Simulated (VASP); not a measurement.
# Sn in VASP: single point with PBE+D3(BJ)

Aim: the single point of Sn with PBE+D3(BJ).

All numbers are computed with VASP 6.6.1; they aren't measurements. Logs are shortened: lines on timing, memory, paths and dates and some standing lists are left out, and cuts for length are marked.

## 1. The cell of the first run

The cell holds a slab with vacuum, 16 atoms: a = 9.296 Å, b = 9.296 Å, c = 25.209 Å, α = 90.00°, β = 90.00°, γ = 120.00°.

## 2. Single point, PBE+D3(BJ)

Input file INCAR:

```
SYSTEM = Sn
PREC     = Accurate       ! precision mode
ENCUT    = 400            ! plane-wave cutoff, eV
EDIFF    = 1E-6           ! SCF threshold, eV
ISMEAR   = 0              ! smearing method
SIGMA    = 0.1            ! smearing width, eV
LREAL    = .FALSE.        ! projectors in reciprocal space
LASPH    = .TRUE.         ! aspherical terms in the spheres
NELM     = 120            ! most SCF steps
ALGO     = Normal         ! electronic algorithm
ISIF     = 2              ! what is computed and relaxed
LWAVE    = .FALSE.        ! write WAVECAR
LCHARG   = .FALSE.        ! write CHGCAR
LDIPOL   = .TRUE.       
IDIPOL   = 3            
DIPOL    = 0.5 0.5 0.401
GGA      = PE             ! functional
IVDW     = 12             ! dispersion correction
NBANDS   = 126            ! bands
GGA_COMPAT= .FALSE.      
NELMDL   = -8
```

Input file KPOINTS:

```
Automatic mesh
0
G
  3 3 1
  0 0 0
```

Input file POSCAR:

```
Sn
1.0
    9.2964173524      0.0000000000      0.0000000000
   -4.6482086762      8.0509335913      0.0000000000
    0.0000000000      0.0000000000     25.2091581144
Sn
16
Direct
    0.6666666667      0.3333333333      0.3173449888
    0.6666666667      0.8333333333      0.3173449888
    0.1666666667      0.3333333333      0.3173449888
    0.1666666667      0.8333333333      0.3173449888
    0.5000000000      0.5000000000      0.3549825656
    0.5000000000      0.0000000000      0.3549825656
    0.0000000000      0.5000000000      0.3549825656
    0.0000000000      0.0000000000      0.3549825656
    0.1244500637      0.7544814869      0.4430470645
    0.1283002324      0.2573057937      0.4415083168
    0.6231369819      0.7513347480      0.4432546274
    0.6279242883      0.2570363741      0.4422239897
    0.9570122925      0.9220182392      0.4894345180
    0.9596143159      0.4185716093      0.4906038123
    0.4589894382      0.9209381538      0.4898133048
    0.4569236243      0.4166769888      0.4913496569
```

Potentials or basis: VASP PAW PBE potentials, release 64 (Sn_d).

Run with:

```bash
$ cat potpaw_PBE.64/Sn_d/POTCAR > POTCAR
$ mpirun -np 1 vasp_std > vasp.out
```

OUTCAR:

```text
SYSTEM = Sn
   PREC = Accurate
   ENCUT = 400
   EDIFF = 1E-6
   ISMEAR = 0
   LREAL = .FALSE.
   LASPH = .TRUE.
   NELM = 120
   ISIF = 2
   GGA = PE
   IVDW = 12
   NELMDL = -8
 IVDW          = 12

 ion  position               nearest neighbor table
   1  0.667  0.333  0.317-   6 2.85   7 2.85   5 2.85  12 3.21
   2  0.667  0.833  0.317-   5 2.85   8 2.85   6 2.85  11 3.24
   3  0.167  0.333  0.317-   8 2.85   5 2.85   7 2.85  10 3.19
   4  0.167  0.833  0.317-   7 2.85   6 2.85   8 2.85   9 3.23
   5  0.500  0.500  0.355-   2 2.85   3 2.85   1 2.85  11 3.01  16 3.50  10 3.74  12 3.75
   6  0.500  0.000  0.355-   1 2.85   4 2.85   2 2.85  12 3.02  15 3.46
   7  0.000  0.500  0.355-   4 2.85   1 2.85   3 2.85   9 3.02  14 3.48  10 3.74  12 3.75
   8  0.000  0.000  0.355-   3 2.85   2 2.85   4 2.85  10 3.01  13 3.45   9 3.76
   9  0.124  0.754  0.443-  13 2.94  15 2.94  14 2.96   7 3.02   4 3.23   8 3.76
  10  0.128  0.257  0.442-  16 2.93  14 2.93  13 2.96   8 3.01   3 3.19   7 3.74   5 3.74
  11  0.623  0.751  0.443-  13 2.93  15 2.93  16 2.95   5 3.01   2 3.24
  12  0.628  0.257  0.442-  14 2.94  16 2.94  15 2.96   6 3.02   1 3.21   5 3.75   7 3.75
  13  0.957  0.922  0.489-  11 2.93   9 2.94  10 2.96   8 3.45
  14  0.960  0.419  0.491-  10 2.93  12 2.94   9 2.96   7 3.48
  15  0.459  0.921  0.490-  11 2.93   9 2.94  12 2.96   6 3.46
  16  0.457  0.417  0.491-  10 2.93  12 2.94  11 2.95   5 3.50

  LATTYP: Found a hexagonal cell.
 ALAT       =     9.2964173524
 C/A-ratio  =     2.7117067962

  Lattice vectors:

 A1 = (   9.2964173524,   0.0000000000,   0.0000000000)
 A2 = (  -4.6482086762,   8.0509335913,   0.0000000000)
 A3 = (   0.0000000000,   0.0000000000,  25.2091581144)

Analysis of symmetry for initial positions (statically):
=====================================================================
 Subroutine PRICEL returns:
 Original cell was already a primitive cell.

 Routine SETGRP: Setting up the symmetry group for a
 hexagonal supercell.

 Subroutine GETGRP returns: Found  1 space group operations
 (whereof  1 operations were pure point group operations)
 out of a pool of 24 trial point group operations.

The static configuration has the point symmetry C_1 .

Analysis of symmetry for dynamics (positions and initial velocities):
=====================================================================
 Subroutine PRICEL returns:
 Original cell was already a primitive cell.

 Routine SETGRP: Setting up the symmetry group for a
 hexagonal supercell.
[... 126 lines left out ...]
   EMIN   =  10.00;   EMAX   =-10.00  energy-range for DOS
   EFERMI =   0.00;   METHOD = LEGACY
   ISMEAR =     0;   SIGMA  =   0.10  broadening in eV -4-tet -1-fermi 0-gaus
   EFERMI_NEDOS =   21; number of points for ismear=-14 and -15
   IALGO  =     38    algorithm
   IMIX   =      4    mixing-type and parameters
     AMIX     =   0.40;   BMIX     =  1.00
     AMIX_MAG =   1.60;   BMIX_MAG =  1.00
  volume/ion in A,a.u.               =     117.92       795.79
  Fermi-wavevector in a.u.,A,eV,Ry     =   0.804608  1.520488  8.808321  0.647393
  Thomas-Fermi vector in A             =   1.912696
   LORBIT       =      0    0 simple, 1 ext, 2 COOP (PROOUT), +10 PAW based schemes
   GGA     = PE    functional components
   LHFCALC =     F    Hartree Fock is set to
   AEXX    =    0.0000 exact exchange contribution
   IVDW    =    12    specifies the selected vdW correction
   LEPSILON=     F    determine dielectric tensor
   LRPA    =     F    only Hartree local field effects (RPA)
 non-spin polarized calculation
 Gauss-broadening in eV      SIGMA  =   0.10
  energy-cutoff  :      400.00
  volume of cell :     1886.78
 maximum number of plane-waves:     34329
 NGX is ok and might be reduce to    64
   NGX = 31   NGY = 31   NGZ = 83

 dipolmoment           0.000000      0.000000     -0.000515 electrons x Angstroem

 number of electron     224.0000017 magnetization

 dipolmoment           0.000000      0.000000      0.012692 electrons x Angstroem

 Free energy of the ion-electron system (eV)
  ---------------------------------------------------
  ext. energy  EPLUGINS =         0.00000000
  ---------------------------------------------------
  free energy    TOTEN  =       -57.32699947 eV

  energy without entropy =      -57.30003136  energy(sigma->0) =      -57.31351541

 E-fermi :  -1.4915     XC(G=0):  -3.0943

 val. band max:       -1.5430280845   @ k =   0.0000   0.3333   0.0000
 cond. band min:      -1.4597394320   @ k =   0.0000   0.3333   0.0000
 fundamental gap:      0.0832886525
 Fermi energy:        -1.4914604774

 k-point     1 :       0.0000    0.0000    0.0000
  band No.  band energies     occupation
      1     -23.0417      2.00000
      2     -23.0345      2.00000
      3     -23.0301      2.00000
      4     -23.0236      2.00000
      5     -23.0072      2.00000
      6     -23.0039      2.00000
[... 624 lines left out ...]
    123       1.2491      0.00000
    124       1.2676      0.00000
 [bands above 124 left out]

------------------------ aborting loop because EDIFF is reached ----------------------------------------

 vacuum level on the upper side and lower side of the slab       (xc-potential included)        -0.107        -0.138

 Edisp (eV)   -3.63958

 E8    (eV) :    -1.8405

  FORCE on cell =-STRESS in cart. coord.  units (eV):
  Direction    XX          YY          ZZ          XY          YZ          ZX
  --------------------------------------------------------------------------------------
  -------------------------------------------------------------------------------------
  Total       2.38395     0.47391     2.06819     0.04721    -0.55375     0.01536
  in kB       2.02436     0.40243     1.75623     0.04009    -0.47022     0.01304
  external pressure =        1.39 kB  Pullay stress =        0.00 kB

 VOLUME and BASIS-vectors are now :
 -----------------------------------------------------------------------------
  energy-cutoff  :      400.00
  volume of cell :     1886.78
      direct lattice vectors                 reciprocal lattice vectors
     9.296417352  0.000000000  0.000000000     0.107568320  0.062104599  0.000000000
    -4.648208676  8.050933591  0.000000000     0.000000000  0.124209197  0.000000000
     0.000000000  0.000000000 25.209158114     0.000000000  0.000000000  0.039668124

 POSITION                                       TOTAL-FORCE (eV/Angst)
 -----------------------------------------------------------------------------------
      4.64821      2.68364      8.00000        -0.003734      0.143591     -0.613990
      2.32410      6.70911      8.00000        -0.002192      0.135118     -0.590591
      0.00000      2.68364      8.00000         0.003107      0.153594     -0.634234
     -2.32410      6.70911      8.00000         0.007027      0.141418     -0.599918
      2.32410      4.02547      8.94881         0.001028     -0.149814      0.594098
      4.64821      0.00000      8.94881        -0.004324     -0.144309      0.629493
[... 8 lines left out ...]
     -0.01376      7.41441     12.34778        -0.022175     -0.009965      0.005027
      2.31095      3.35464     12.38651         0.021785      0.002809     -0.006970
 -----------------------------------------------------------------------------------
    total drift:                               -0.000020      0.002105      0.002616

  FREE ENERGIE OF THE ION-ELECTRON SYSTEM (eV)
  ---------------------------------------------------
  free  energy   TOTEN  =       -60.9665833619 eV

  energy  without entropy=      -60.9396152503  energy(sigma->0) =      -60.95309931

 vacuum level on the upper side and lower side of the slab         2.727         2.695
```

OSZICAR:

```text
N       E                     dE             d eps       ncg     rms          rms(c)
DAV:   1     0.179120893664E+04    0.17912E+04   -0.96995E+04  1676   0.138E+03
DAV:   2     0.124876651025E+03   -0.16663E+04   -0.16445E+04  1410   0.366E+02
DAV:   3    -0.493257323620E+02   -0.17420E+03   -0.17184E+03  1424   0.154E+02
DAV:   4    -0.575322470390E+02   -0.82065E+01   -0.81333E+01  1416   0.370E+01
[... 19 lines left out ...]
DAV:  24    -0.573269916960E+02   -0.21869E-04   -0.43856E-07   788   0.311E-03    0.322E-04
DAV:  25    -0.573269964644E+02   -0.47684E-05   -0.14211E-07   804   0.274E-03    0.248E-04
DAV:  26    -0.573269976390E+02   -0.11746E-05   -0.14163E-08   708   0.955E-04    0.144E-04
DAV:  27    -0.573269989595E+02   -0.13206E-05   -0.29789E-08   736   0.146E-03    0.931E-05
DAV:  28    -0.573269994686E+02   -0.50907E-06   -0.14900E-09   724   0.895E-04
   1 F= -.60966583E+02 E0= -.60953099E+02  d E =-.269681E-01
```

Wall time 1.6 h (1 thread of Intel Xeon 8259CL, shared host); peak memory 1.4 GiB.

What came out:

* Free energy: -60.9666 eV
* Largest force: 0.653 eV/Å
* Dispersion energy per atom: -0.227 eV

Forces on the atoms (eV/Å):
```
Sn  -0.004  0.144 -0.614
Sn  -0.002  0.135 -0.591
Sn   0.003  0.154 -0.634
Sn   0.007  0.141 -0.600
Sn   0.001 -0.150  0.594
Sn  -0.004 -0.144  0.629
Sn  -0.006 -0.125  0.622
Sn   0.001 -0.165  0.600
Sn   0.011  0.008 -0.017
Sn  -0.010  0.010  0.002
Sn  -0.012  0.019 -0.023
Sn   0.003 -0.004 -0.013
Sn   0.034 -0.023  0.035
Sn  -0.023  0.007  0.010
Sn  -0.022 -0.010  0.005
Sn   0.022  0.003 -0.007
```

Levels at points of the mesh, in eV from the Fermi level:
```csv
k point,band 110,band 111,band 112,band 113,band 114,band 115
"(0.00, 0.00, 0.00)",-0.62,-0.26,-0.05,0.14,0.17,0.20
```

Caveat: spin-orbit coupling is left out, which moves the levels of the heavy elements.
